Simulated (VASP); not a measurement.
# Sb (P6_3/mmc) in VASP: a series of runs

Aim: see how the results for Sb move with the level of theory and the settings. Levels: RPBE, PBEsol, LDA. Tasks: relaxation of cell and atoms, single point.

All numbers are computed with VASP 6.6.1; they aren't measurements. Logs are shortened: lines on timing, memory, paths and dates and some standing lists are left out, and cuts for length are marked.

### 1 The cell of the first run

The structure is hexagonal, space group P6_3/mmc (No. 194). The conventional cell has a = 3.355 Å, b = 3.355 Å, c = 5.470 Å, α = 90.00°, β = 90.00°, γ = 120.00°. Sb (site symmetry -6m2) has 12 Sb at 3.35 Å within 4.4 Å.

### 2 Relaxation of cell and atoms, RPBE

Contents of INCAR:

```
SYSTEM = Sb
ALGO = Normal ; EDIFF = 1E-7
EDIFFG = -0.01 ; ENCUT = 600
GGA = RP ; IBRION = 2
ISIF = 3 ; ISMEAR = -1
LASPH = .TRUE. ; LCHARG = .FALSE.
LREAL = .FALSE. ; LWAVE = .FALSE.
NELM = 100 ; NSW = 60
PREC = Accurate ; SIGMA = 0.05
```

Contents of KPOINTS:

```
k-points
0
G
  9 9 5
  0 0 0
```

Contents of POSCAR:

```
Sb
1.0
    3.3545324186      0.0000000000      0.0000000000
   -1.6772662093      2.9051102923      0.0000000000
    0.0000000000      0.0000000000      5.4701606500
Sb
2
Direct
    0.6666666667      0.3333333333      0.7500000000
    0.3333333333      0.6666666667      0.2500000000
```

Potentials or basis: VASP PAW PBE potentials, release 64 (Sb).

The run is started by

```console
> cat potpaw_PBE.64/Sb/POTCAR > POTCAR
> mpirun -np 1 vasp_std > vasp.out
```

OUTCAR:

```text
SYSTEM = Sb
   EDIFF = 1E-7
   EDIFFG = -0.01
   ENCUT = 600
   GGA = RP
   IBRION = 2
   ISIF = 3
   ISMEAR = -1
   LASPH = .TRUE.
   LREAL = .FALSE.
   NELM = 100
   NSW = 60
   PREC = Accurate

 ion  position               nearest neighbor table
   1  0.667  0.333  0.750-   2 3.35   2 3.35   2 3.35   2 3.35   2 3.35   2 3.35
   2  0.333  0.667  0.250-   1 3.35   1 3.35   1 3.35   1 3.35   1 3.35   1 3.35

  LATTYP: Found a hexagonal cell.
 ALAT       =     3.3545324186
 C/A-ratio  =     1.6306775334

  Lattice vectors:

 A1 = (   3.3545324186,   0.0000000000,   0.0000000000)
 A2 = (  -1.6772662093,   2.9051102923,   0.0000000000)
 A3 = (   0.0000000000,   0.0000000000,   5.4701606500)

Analysis of symmetry for initial positions (statically):
=====================================================================
 Subroutine PRICEL returns:
 Original cell was already a primitive cell.

 Routine SETGRP: Setting up the symmetry group for a
 hexagonal supercell.

 Subroutine GETGRP returns: Found 24 space group operations
 (whereof 12 operations were pure point group operations)
 out of a pool of 24 trial point group operations.

The static configuration has the point symmetry D_3d.
 The point group associated with its full space group is D_6h.

Analysis of symmetry for dynamics (positions and initial velocities):
=====================================================================
 Subroutine PRICEL returns:
 Original cell was already a primitive cell.

 Routine SETGRP: Setting up the symmetry group for a
 hexagonal supercell.

 Subroutine GETGRP returns: Found 24 space group operations
 (whereof 12 operations were pure point group operations)
 out of a pool of 24 trial point group operations.

The dynamic configuration has the point symmetry D_3d.
 The point group associated with its full space group is D_6h.

 Subroutine INISYM returns: Found 24 space group operations
 (whereof 12 operations are pure point group operations),
 and found     1 'primitive' translations

----------------------------------------------------------------------------------------

                                     Primitive cell

  volume of cell :      53.3083

  direct lattice vectors                    reciprocal lattice vectors
     3.354532419  0.000000000  0.000000000     0.298104139  0.172110505  0.000000000
    -1.677266209  2.905110292  0.000000000     0.000000000  0.344221010  0.000000000
     0.000000000  0.000000000  5.470160650     0.000000000  0.000000000  0.182809987

  length of vectors
     3.354532419  3.354532419  5.470160650     0.344221010  0.344221010  0.182809987

  position of ions in fractional coordinates (direct lattice)
     0.666666667  0.333333333  0.750000000
     0.333333333  0.666666667  0.250000000

  ion indices of the primitive-cell ions
   primitive index   ion index
                 1           1
                 2           2

----------------------------------------------------------------------------------------

 KPOINTS: k-points

Automatic generation of k-mesh.
 Grid dimensions read from file:
 generate k-points for:    9    9    5

 Generating k-lattice:

  Cartesian coordinates                     Fractional coordinates (reciprocal lattice)
     0.033122682  0.019123389  0.000000000     0.111111111  0.000000000  0.000000000
     0.000000000  0.038246779  0.000000000     0.000000000  0.111111111  0.000000000
     0.000000000  0.000000000  0.036561997     0.000000000  0.000000000  0.200000000

  Length of vectors
     0.038246779  0.038246779  0.036561997

  Shift w.r.t. Gamma in fractional coordinates (k-lattice)
     0.000000000  0.000000000  0.000000000

 Subroutine IBZKPT returns following result:
 ===========================================

 Found     36 irreducible k-points:

 Following reciprocal coordinates:
            Coordinates               Weight
  0.000000  0.000000  0.000000      1.000000
  0.111111  0.000000  0.000000      6.000000
  0.222222  0.000000  0.000000      6.000000
  0.333333  0.000000  0.000000      6.000000
  0.444444  0.000000  0.000000      6.000000
  0.111111  0.111111  0.000000      6.000000
[... 16 lines left out ...]
  0.333333  0.222222  0.200000     24.000000
  0.333333  0.333333  0.200000      4.000000
 [... further k-points ...]
   k-points           NKPTS =     36   k-points in BZ     NKDIM =     36   number of bands    NBANDS=      9
   number of dos      NEDOS =    301   number of ions     NIONS =      2
   total plane-waves  NPLWV =  37632
   dimension x,y,z NGX =    28 NGY =   28 NGZ =   48
   dimension x,y,z NGXF=    56 NGYF=   56 NGZF=   96
   ions per type =               2
   NGX,Y,Z   is equivalent  to a cutoff of  13.88, 13.88, 14.59 a.u.
   NGXF,Y,Z  is equivalent  to a cutoff of  27.75, 27.75, 29.18 a.u.
 SYSTEM =  Sb
   PREC   = accura    normal or accurate (medium, high low for compatibility)
   ISTART =      0    job   : 0-new  1-cont  2-samecut
   ICHARG =      2    charge: 1-file 2-atom 10-const
   ISPIN  =      1    spin polarized calculation?
   LNONCOLLINEAR =      F non collinear calculations
   LSORBIT =      F    spin-orbit coupling
   LASPH  =      T    aspherical Exc in radial PAW
   ENCUT  =  600.0 eV  44.10 Ry    6.64 a.u.   6.70  6.70 10.93*2*pi/ulx,y,z
   NELM   =    100;   NELMIN=  2; NELMDL= -5     # of ELM steps
   EDIFF  = 0.1E-06   stopping-criterion for ELM
   LREAL  =      F    real-space projection
   EDIFFG = -.1E-01   stopping-criterion for IOM
   NSW    =     60    number of steps for IOM
   IBRION =      2    ionic relax: 0-MD 1-quasi-New 2-CG
   NFREE  =      1    steps in history (QN), initial steepest desc. (CG)
   ISIF   =      3    stress and relaxation
   ISYM   =      2    0-nonsym 1-usesym 2-fastsym
   POTIM  = 0.5000    time-step for ionic-motion
   TEBEG  =    0.0;   TEEND  =   0.0 temperature during run
   PSTRESS=    0.0 pullay stress
   NELECT =      10.0000    total number of electrons
   NUPDOWN=      -1.0000    fix difference up-down
   EMIN   =  10.00;   EMAX   =-10.00  energy-range for DOS
   EFERMI =   0.00;   METHOD = LEGACY
   ISMEAR =    -1;   SIGMA  =   0.05  broadening in eV -4-tet -1-fermi 0-gaus
   EFERMI_NEDOS =   21; number of points for ismear=-14 and -15
   IALGO  =     38    algorithm
   IMIX   =      4    mixing-type and parameters
     AMIX     =   0.40;   BMIX     =  1.00
     AMIX_MAG =   1.60;   BMIX_MAG =  1.00
  volume/ion in A,a.u.               =      26.65       179.87
  Fermi-wavevector in a.u.,A,eV,Ry     =   0.937152  1.770960 11.949364  0.878253
  Thomas-Fermi vector in A             =   2.064234
   LORBIT       =      0    0 simple, 1 ext, 2 COOP (PROOUT), +10 PAW based schemes
   GGA     = RP    functional components
   LHFCALC =     F    Hartree Fock is set to
   AEXX    =    0.0000 exact exchange contribution
   IVDW    =     0    specifies the selected vdW correction
   LEPSILON=     F    determine dielectric tensor
   LRPA    =     F    only Hartree local field effects (RPA)
 conjugate gradient relaxation of ions
 non-spin polarized calculation
  energy-cutoff  :      600.00
  volume of cell :       53.31
 maximum number of plane-waves:      1798
 NGX is ok and might be reduce to    28
   NGX = 13   NGY = 13   NGZ = 21

--------------------------------------- Ionic step        1  -------------------------------------------

 number of electron      10.0000000 magnetization

 Free energy of the ion-electron system (eV)
  ---------------------------------------------------
  ext. energy  EPLUGINS =         0.00000000
  ---------------------------------------------------
  free energy    TOTEN  =        -6.94525247 eV

  energy without entropy =       -6.93331979  energy(sigma->0) =       -6.93928613

------------------------ aborting loop because EDIFF is reached ----------------------------------------

  FORCE on cell =-STRESS in cart. coord.  units (eV):
  Direction    XX          YY          ZZ          XY          YZ          ZX
  --------------------------------------------------------------------------------------
  -------------------------------------------------------------------------------------
  Total        0.8866692      0.8866692      0.8088155      0.0000000      0.0000000      0.0000000
  in kB       26.6487906     26.6487906     24.3089025      0.0000000      0.0000000      0.0000000
  external PRESSURE =      25.8688279 kB  Pullay stress =       0.0000000 kB
[... 21 lines left out ...]
  energy  without entropy=       -6.9333197855  energy(sigma->0) =       -6.93928613

--------------------------------------- Ionic step        2  -------------------------------------------

 number of electron      10.0000000 magnetization

 E-fermi :   7.8876     XC(G=0):  -9.9669

 val. band max:        7.8508310092   @ k =   0.3333   0.0000   0.4000
 cond. band min:       7.9004907314   @ k =   0.1111   0.1111   0.0000
 fundamental gap:      0.0496597222
 Fermi energy:         7.8876121228

 k-point     1 :       0.0000    0.0000    0.0000
  band No.  band energies     occupation
      1      -4.5549      2.00000
      2      -1.0384      2.00000
      3       2.4711      2.00000
      4      11.2918      0.00000
      5      11.2918      0.00000
      6      12.8205      0.00000
      7      12.8205      0.00000
      8      13.0585      0.00000
      9      15.3551      0.00000
[... 489 lines left out ...]
  energy  without entropy=       -6.9530913032  energy(sigma->0) =       -6.95921263

--------------------------------------- Ionic step        8  -------------------------------------------

 number of electron       9.9999999 magnetization

 Free energy of the ion-electron system (eV)
  ---------------------------------------------------
  ext. energy  EPLUGINS =         0.00000000
  ---------------------------------------------------
  free energy    TOTEN  =        -6.96597415 eV

  energy without entropy =       -6.95473148  energy(sigma->0) =       -6.96035282

 E-fermi :   8.2042     XC(G=0): -10.0371

 val. band max:        8.1415965750   @ k =   0.2222   0.1111   0.4000
 cond. band min:       8.2585130066   @ k =   0.3333   0.2222   0.2000
 fundamental gap:      0.1169164316
 Fermi energy:         8.2041613069

 k-point     1 :       0.0000    0.0000    0.0000
  band No.  band energies     occupation
      1      -4.4837      2.00000
      2      -0.3076      2.00000
      3       2.6895      2.00000
      4      10.9253      0.00000
      5      10.9253      0.00000
      6      12.7225      0.00000
      7      12.7225      0.00000
      8      14.1177      0.00000
      9      14.8950      0.00000
[... 305 lines left out ...]
  FREE ENERGIE OF THE ION-ELECTRON SYSTEM (eV)
  ---------------------------------------------------
  free  energy   TOTEN  =        -6.9659741538 eV

  energy  without entropy=       -6.9547314804  energy(sigma->0) =       -6.96035282

 reached required accuracy - stopping structural energy minimisation
```

It took 46 s on 1 thread of Intel Xeon 6975P-C (Granite Rapids), shared host; peak memory 0.2 GiB.

Results:

```yaml
Free_energy: -6.9660 eV
Relaxed_volume: 27.88 Å³/atom
Relaxed_cell: a = 3.477 Å, b = 3.477 Å, c = 5.325 Å, α = 90.00°, β = 90.00°, γ = 120.00°
Space_group_after_relaxing_to_0.05_Å: P6_3/mmc (No. 194)
Energy_gained_by_relaxing: 10.4 meV/atom
Ionic_steps: 8
Pressure_after_relaxing: 0.0 GPa
Band_gap_on_the_k_mesh: zero (band 5 reaches 11.53 eV, above the bottom of band 6 at 5.68 eV)
```

Step by step:
```csv
step,energy change (eV),largest force (eV/Å),pressure (GPa),volume (Å³)
1,0.0000,0.0000,2.59,53.31
2,-0.0150,0.0000,-1.01,56.70
3,-0.0183,0.0000,0.00,55.65
4,-0.0183,0.0000,-0.05,55.70
5,-0.0185,0.0000,-0.05,55.70
6,-0.0192,0.0000,-0.07,55.72
7,-0.0201,0.0000,-0.08,55.74
8,-0.0207,0.0000,-0.01,55.76
```

Final structure:
```cif
data_structure
_symmetry_space_group_name_H-M 'P 1'
_symmetry_Int_Tables_number 1
_cell_length_a 3.4772
_cell_length_b 3.4772
_cell_length_c 5.3251
_cell_angle_alpha 90.000
_cell_angle_beta 90.000
_cell_angle_gamma 120.000
_cell_volume 55.76
loop_
_atom_site_label
_atom_site_type_symbol
_atom_site_fract_x
_atom_site_fract_y
_atom_site_fract_z
_atom_site_occupancy
Sb1 Sb 0.66667 0.33333 0.75000 1
Sb2 Sb 0.33333 0.66667 0.25000 1
```

Levels at points of the mesh, in eV from the Fermi level:
| k point | band 1 | band 2 | band 3 | band 4 | band 5 | band 6 | band 7 | band 8 | band 9 |
| --- | --- | --- | --- | --- | --- | --- | --- | --- | --- |
| (0.00, 0.00, 0.00) | -12.69 | -8.51 | -5.51 | 2.72 | 2.72 | 4.52 | 4.52 | 5.91 | 6.69 |

Caveat: the PAW data sets were made with another functional, which shifts forces and pressure a little; spin-orbit coupling is left out, which moves the levels of the heavy elements.

### 3 Single point, PBEsol

Contents of INCAR:

```
PREC = Accurate
ENCUT = 520
EDIFF = 1E-6
ISMEAR = -1
SIGMA = 0.05
LREAL = F
LASPH = T
NELM = 60
ALGO = Normal
ISIF = 2
LWAVE = F
LCHARG = T
GGA = PS
LELF = T
LVHAR = T
NBANDS = 12
```

Contents of KPOINTS:

```
Automatic mesh
0
Gamma
  6 6 4
```

POSCAR is that of step 2.

Potentials or basis: VASP PAW PBE potentials, release 64 (Sb).

The run is started by

```console
> cat potpaw_PBE.64/Sb/POTCAR > POTCAR
> mpirun -np 1 vasp_std > vasp.out
```

Run time: 11 s. Hardware: 1 thread of AMD EPYC 7R43 (Zen 3), shared host; peak memory 0.13 GiB.

It converged, with:

```
Free energy            : -8.7836 eV
Pressure               : -1.4 GPa
Band gap on the k mesh : zero (band 5 reaches 12.93 eV, above the bottom of band 6 at 5.22 eV)
```

Stress tensor (GPa, compression positive):
```
-3.29  0.00  0.00
 0.00 -3.29  0.00
 0.00  0.00  2.30
```

Levels at points of the mesh, in eV from the Fermi level:
```csv
k point,band 1,band 2,band 3,band 4,band 5,band 6,band 7,band 8,band 9,band 10
"(0.00, 0.00, 0.00)",-13.14,-9.31,-6.00,3.48,3.48,5.12,5.12,5.39,7.62,8.83
"(0.50, 0.00, 0.00)",-9.53,-8.22,-4.49,-3.22,-2.41,-0.27,0.25,3.55,4.31,7.37
"(0.00, 0.00, 0.50)",-11.90,-11.90,-0.92,-0.92,4.30,4.30,4.30,4.30,8.55,8.55
"(0.50, 0.00, 0.50)",-8.64,-8.64,-5.51,-5.51,1.49,1.49,1.70,1.70,5.67,5.67
```

Caveat: the k points lie up to 0.36 Å⁻¹ apart; the PAW data sets were made with another functional, which shifts forces and pressure a little; spin-orbit coupling is left out, which moves the levels of the heavy elements.

[end of part 1 of 2]
